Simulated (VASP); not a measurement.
# AlN (Cm) in VASP: further runs, part 2 of 2

VASP 6.6.1. The steps go on from the part before.

### Step 3. Single point, r2SCAN (atom 3 (N) moved by (+0.000, +0.600) A along x and y)

File POSCAR:

```
AlN
1.0
    3.1110021516      0.0000000000      0.0000000000
   -1.5555010758      2.6942068945      0.0000000000
    0.0000000000      0.0000000000      4.9780000000
Al N
2 2
Direct
    0.3333333333      0.6666666667      0.0000000000
    0.6666666667      0.3333333333      0.5000000000
    0.4446833565      0.8893667129      0.3850000000
    0.6666666667      0.3333333333      0.8850000000
```

File INCAR.step1:

```
ALGO = Normal
EDIFF = 1E-4
ENCUT = 520
GGA = PE
ISMEAR = 0
LASPH = True
LCHARG = False
LREAL = False
LWAVE = True
NBANDS = 16
NELM = 80
PREC = Accurate
SIGMA = 0.05
```

File INCAR.step2:

```
ALGO = Normal
EDIFF = 1E-6
ENCUT = 520
ISIF = 2
ISMEAR = 0
ISTART = 1
LASPH = True
LCHARG = False
LMIXTAU = True
LREAL = False
LWAVE = False
METAGGA = R2SCAN
NBANDS = 16
NELM = 80
PREC = Accurate
SIGMA = 0.05
```

File KPOINTS:

```
k-points
0
Gamma
  12 12 6
```

Potentials or basis: VASP PAW PBE potentials, release 64 (Al, N).

Run with:

```sh
$ cat potpaw_PBE.64/Al/POTCAR potpaw_PBE.64/N/POTCAR > POTCAR
$ cp INCAR.step1 INCAR
$ mpirun -np 1 vasp_std > vasp.out
$ cp INCAR.step2 INCAR
$ mpirun -np 1 vasp_std > vasp.out
```

OUTCAR:

```text
EDIFF = 1E-6
   ENCUT = 520
   ISIF = 2
   ISMEAR = 0
   ISTART = 1
   LASPH = True
   LREAL = False
   METAGGA = R2SCAN
   NELM = 80
   PREC = Accurate

 ion  position               nearest neighbor table
   1  0.333  0.667  0.000-   4 1.89   4 1.89   4 1.89   3 2.01   2 3.07   2 3.07   2 3.07   2 3.07
                             2 3.07   2 3.07
   2  0.667  0.333  0.500-   3 1.33   4 1.92   3 2.23   3 2.23   1 3.07   1 3.07   1 3.07   1 3.07
                             1 3.07   1 3.07
   3  0.445  0.889  0.385-   2 1.33   1 2.01   2 2.23   2 2.23
   4  0.667  0.333  0.885-   1 1.89   1 1.89   1 1.89   2 1.92

  LATTYP: Found a hexagonal cell.
 ALAT       =     3.1110021516
 C/A-ratio  =     1.6001274694

  Lattice vectors:

 A1 = (   3.1110021516,   0.0000000000,   0.0000000000)
 A2 = (  -1.5555010758,   2.6942068945,   0.0000000000)
 A3 = (   0.0000000000,   0.0000000000,   4.9780000000)

Analysis of symmetry for initial positions (statically):
=====================================================================
 Subroutine PRICEL returns:
 Original cell was already a primitive cell.

 Routine SETGRP: Setting up the symmetry group for a
 hexagonal supercell.

 Subroutine GETGRP returns: Found  2 space group operations
 (whereof  2 operations were pure point group operations)
 out of a pool of 24 trial point group operations.

The static configuration has the point symmetry C_1h.

Analysis of symmetry for dynamics (positions and initial velocities):
=====================================================================
 Subroutine PRICEL returns:
 Original cell was already a primitive cell.

 Routine SETGRP: Setting up the symmetry group for a
 hexagonal supercell.

 Subroutine GETGRP returns: Found  2 space group operations
 (whereof  2 operations were pure point group operations)
 out of a pool of 24 trial point group operations.

The dynamic configuration has the point symmetry C_1h.

 Subroutine INISYM returns: Found  2 space group operations
 (whereof  2 operations are pure point group operations),
 and found     1 'primitive' translations

----------------------------------------------------------------------------------------

                                     Primitive cell

  volume of cell :      41.7240

  direct lattice vectors                    reciprocal lattice vectors
     3.111002152  0.000000000  0.000000000     0.321439829  0.185583372  0.000000000
    -1.555501076  2.694206895  0.000000000     0.000000000  0.371166744  0.000000000
     0.000000000  0.000000000  4.978000000     0.000000000  0.000000000  0.200883889

  length of vectors
     3.111002152  3.111002152  4.978000000     0.371166744  0.371166744  0.200883889

  position of ions in fractional coordinates (direct lattice)
     0.333333333  0.666666667  0.000000000
     0.666666667  0.333333333  0.500000000
     0.444683357  0.889366713  0.385000000
     0.666666667  0.333333333  0.885000000

  ion indices of the primitive-cell ions
   primitive index   ion index
                 1           1
                 2           2
                 3           3
[... 25 lines left out ...]

 Found    242 irreducible k-points:

 Following reciprocal coordinates:
            Coordinates               Weight
  0.000000  0.000000  0.000000      1.000000
  0.083333  0.000000  0.000000      4.000000
  0.000000  0.083333  0.000000      2.000000
  0.166667 -0.000000  0.000000      4.000000
  0.000000  0.166667  0.000000      2.000000
  0.250000 -0.000000  0.000000      4.000000
[... 16 lines left out ...]
 -0.083333  0.416667  0.000000      4.000000
 -0.416667  0.333333  0.000000      4.000000
 [... further k-points ...]
   k-points           NKPTS =    242   k-points in BZ     NKDIM =    242   number of bands    NBANDS=     16
   number of dos      NEDOS =    301   number of ions     NIONS =      4
   total plane-waves  NPLWV =  23040
   dimension x,y,z NGX =    24 NGY =   24 NGZ =   40
   dimension x,y,z NGXF=    48 NGYF=   48 NGZF=   80
   ions per type =               2   2
   NGX,Y,Z   is equivalent  to a cutoff of  12.83, 12.83, 13.36 a.u.
   NGXF,Y,Z  is equivalent  to a cutoff of  25.65, 25.65, 26.72 a.u.
 SYSTEM =  unknown system
   PREC   = accura    normal or accurate (medium, high low for compatibility)
   ISTART =      1    job   : 0-new  1-cont  2-samecut
   ICHARG =      0    charge: 1-file 2-atom 10-const
   ISPIN  =      1    spin polarized calculation?
   LNONCOLLINEAR =      F non collinear calculations
   LSORBIT =      F    spin-orbit coupling
   LASPH  =      T    aspherical Exc in radial PAW
   ENCUT  =  520.0 eV  38.22 Ry    6.18 a.u.   5.78  5.78  9.26*2*pi/ulx,y,z
   NELM   =     80;   NELMIN=  2; NELMDL=  0     # of ELM steps
   EDIFF  = 0.1E-05   stopping-criterion for ELM
   LREAL  =      F    real-space projection
   EDIFFG = 0.1E-04   stopping-criterion for IOM
   NSW    =      0    number of steps for IOM
   IBRION =     -1    ionic relax: 0-MD 1-quasi-New 2-CG
   NFREE  =      0    steps in history (QN), initial steepest desc. (CG)
   ISIF   =      2    stress and relaxation
   ISYM   =      2    0-nonsym 1-usesym 2-fastsym
   POTIM  = 0.5000    time-step for ionic-motion
   TEBEG  =    0.0;   TEEND  =   0.0 temperature during run
   PSTRESS=    0.0 pullay stress
   NELECT =      16.0000    total number of electrons
   NUPDOWN=      -1.0000    fix difference up-down
   EMIN   =  10.00;   EMAX   =-10.00  energy-range for DOS
   EFERMI =   0.00;   METHOD = LEGACY
   ISMEAR =     0;   SIGMA  =   0.05  broadening in eV -4-tet -1-fermi 0-gaus
   EFERMI_NEDOS =   21; number of points for ismear=-14 and -15
   IALGO  =     38    algorithm
   IMIX   =      4    mixing-type and parameters
     AMIX     =   0.40;   BMIX     =  1.00
     AMIX_MAG =   1.60;   BMIX_MAG =  1.00
  volume/ion in A,a.u.               =      10.43        70.39
  Fermi-wavevector in a.u.,A,eV,Ry     =   1.189377  2.247596 19.247033  1.414617
  Thomas-Fermi vector in A             =   2.325485
   LORBIT       =      0    0 simple, 1 ext, 2 COOP (PROOUT), +10 PAW based schemes
   METAGGA = R2SCAN    functional components
   LHFCALC =     F    Hartree Fock is set to
   AEXX    =    0.0000 exact exchange contribution
   IVDW    =     0    specifies the selected vdW correction
   LEPSILON=     F    determine dielectric tensor
   LRPA    =     F    only Hartree local field effects (RPA)
 non-spin polarized calculation
 Gauss-broadening in eV      SIGMA  =   0.05
  energy-cutoff  :      520.00
  volume of cell :       41.72
 maximum number of plane-waves:      1152
   NGX = 11   NGY = 11   NGZ = 19

 number of electron      16.0000000 magnetization

 Free energy of the ion-electron system (eV)
  ---------------------------------------------------
  ext. energy  EPLUGINS =         0.00000000
  ---------------------------------------------------
  free energy    TOTEN  =       -31.65693711 eV

  energy without entropy =      -31.65693711  energy(sigma->0) =      -31.65693711

 E-fermi :   6.2780     XC(G=0): -11.3530

 val. band max:        6.0430169419   @ k =   0.0000   0.0000   0.0000
 cond. band min:      10.2952503917   @ k =   0.0000   0.0000   0.0000
 fundamental gap:      4.2522334498
 Fermi energy:         6.2779744794

 k-point     1 :       0.0000    0.0000    0.0000
  band No.  band energies     occupation
      1     -10.0987      2.00000
      2      -7.9492      2.00000
      3      -0.1993      2.00000
      4       4.5712      2.00000
      5       5.1140      2.00000
      6       5.3736      2.00000
[... 433 lines left out ...]
      3       0.6025      2.00000
      4       1.5597      2.00000
      5       2.5386      2.00000
      6       3.9105      2.00000
[... 8 lines left out ...]
     15      21.4187      0.00000
     16      22.4781      0.00000

 [... further k-points ...]

------------------------ aborting loop because EDIFF is reached ----------------------------------------

  FORCE on cell =-STRESS in cart. coord.  units (eV):
  Direction    XX          YY          ZZ          XY          YZ          ZX
  --------------------------------------------------------------------------------------
  -------------------------------------------------------------------------------------
  Total       -2.2543777     31.9745039      7.1661318      0.0000000     16.3769103      0.0000000
  in kB      -86.5667488   1227.8017572    275.1751586      0.0000000    628.8635257      0.0000000
  external PRESSURE =     472.1367223 kB  Pullay stress =       0.0000000 kB

 VOLUME and BASIS-vectors are now :
 -----------------------------------------------------------------------------
  energy-cutoff  :      520.00
  volume of cell :       41.72
      direct lattice vectors                 reciprocal lattice vectors
     3.111002152  0.000000000  0.000000000     0.321439829  0.185583372  0.000000000
    -1.555501076  2.694206895  0.000000000     0.000000000  0.371166744  0.000000000
     0.000000000  0.000000000  4.978000000     0.000000000  0.000000000  0.200883889

 POSITION                                       TOTAL-FORCE (eV/Angst)
 -----------------------------------------------------------------------------------
     -0.00000      1.79614      0.00000        -0.000000      0.943736      0.827840
      1.55550      0.89807      2.48900         0.000000     31.434419     14.175998
      0.00000      2.39614      1.91653        -0.000000    -33.208139    -14.553183
      1.55550      0.89807      4.40553         0.000000      0.829984     -0.450655
 -----------------------------------------------------------------------------------
    total drift:                               -0.000001     -0.000943     -0.001572

  FREE ENERGIE OF THE ION-ELECTRON SYSTEM (eV)
  ---------------------------------------------------
  free  energy   TOTEN  =       -31.6569371126 eV

  energy  without entropy=      -31.6569371126  energy(sigma->0) =      -31.65693711
```

Wall time 4.9 min (1 thread of Intel Xeon 8259CL, shared host); peak memory 0.27 GiB.

Results:

```
Free energy            : -31.6569 eV
Pressure               : 47.2 GPa
Largest force          : 36.257 eV/Å
Band gap on the k mesh : 4.25 eV
```

Forces in eV/Å, atoms in the order of the input:
```
Al    0.000   0.944   0.828
Al    0.000  31.434  14.176
N     0.000 -33.208 -14.553
N     0.000   0.830  -0.451
```

Stress tensor (GPa, compression positive):
```
 -8.66   0.00   0.00
  0.00 122.78  62.89
  0.00  62.89  27.52
```

Caveat: the cell differs from its parent crystal (atom 3 (N) moved by (+0.000, +0.600) A along x and y); atoms lie so close that the PAW spheres overlap strongly, which falsifies energies and pressures; the stress differs along the axes, from -9 to 123 GPa; the PAW data sets were made with another functional, which shifts forces and pressure a little.
